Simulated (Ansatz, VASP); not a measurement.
One calculation of Ag, two programs

```
CELL_PARAMETERS angstrom
-1.65565 1.70218 1.70218
1.65565 -1.60913 1.60913
1.65565 1.60913 -1.60913
ATOMIC_POSITIONS crystal
Ag 0.00000 0.00000 0.00000
```

Change from the starting cell: strain +0.0562 x Voigt [0, 0, 0, 1, 0, 0], atoms carried along.

Alike in both runs: task single point; functional PBE; k mesh 20 × 20 × 20; occupations gaussian, width 0.15 eV; no spin polarisation.

|  | VASP | Ansatz |
| --- | --- | --- |
| version | VASP 6.6.1 | Ansatz 0.2.0 |
| potentials or method | VASP PAW PBE potentials, release 64 (Ag), cutoff 520 eV | scalar-relativistic, plane waves, PAW |
| valence electrons in the cell | 11 | 19 |

|  | VASP | Ansatz | Ansatz less VASP |
| --- | --- | --- | --- |
| gap on the k mesh at the Fermi level (eV) | none | none | - |
| pressure (GPa) | -0.5 | -0.4 | +0.06 |
| traceless stress, the component that is largest in VASP (GPa) | -2.41 | -2.42 | -0.011 |

A gap of «none» marks a metal or a gap that the smearing closes. With one functional, cell and mesh, what is left measures potentials, basis and numerics. VASP's potentials hold 11 valence electrons a cell and Ansatz's 19, so a difference there can come from the potentials and not from the codes.
